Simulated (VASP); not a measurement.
## BaTiO3: single point with r2SCAN

The system is BaTiO3.

```
Ba Ti O
1.0
     2.84006    1.63971    2.33137
    -2.84006    1.63971    2.33137
     0.00000   -3.27942    2.33137
Ba Ti O
1 1 3
Cartesian
  0.0000 0.0000 -0.0223
  0.0000 0.0000 3.3806
  1.3927 -0.8041 2.4224
  -1.3927 -0.8041 2.4224
  0.0000 1.6082 2.4224
```

```
Program                : VASP 6.6.1
Task                   : single point
Functional             : r2SCAN
Potentials or basis    : VASP PAW PBE potentials, release 64 (Ba_sv, Ti_sv, O)
Cutoff                 : 520 eV
k mesh                 : 7 × 7 × 7
Occupations            : fermi-dirac, width 0.05 eV
Spin                   : no spin polarisation
Dipole correction      : no
Further INCAR settings : ALGO = Normal; EDIFF = 1e-06; NBANDS = 28
```

| Item | Value |
| --- | --- |
| Pressure | 1.9 GPa |
| Largest force | 0.174 eV/Å |
| Band gap on the k mesh | 2.91 eV (least direct gap 3.31 eV) |

Forces in eV/Å, atoms in the order of the input:
```
Ba   0.000  0.000  0.030
Ti   0.000  0.000  0.174
O    0.066 -0.038 -0.068
O   -0.066 -0.038 -0.068
O    0.000  0.076 -0.068
```

Stress tensor (GPa, compression positive):
```
1.96 0.00 0.00
0.00 1.96 0.00
0.00 0.00 1.83
```

Levels at points of the mesh, in eV from the valence-band top:
```
           k point  band 16  band 17  band 18  band 19  band 20  band 21  band 22  band 23  band 24  band 25
(0.00, 0.00, 0.00)    -1.29    -1.01    -0.53    -0.40    -0.40     2.91     2.91     3.05     4.86     4.86
```

It took 9.4 min on 1 thread of Intel Xeon 8259CL (shared host), peak memory 0.23 GiB.

Caveat: the PAW data sets were made with another functional, which shifts forces and pressure a little; spin-orbit coupling is left out, which moves the levels of the heavy elements. r2SCAN opens gaps a little over a GGA but as a rule still falls short of measured ones.
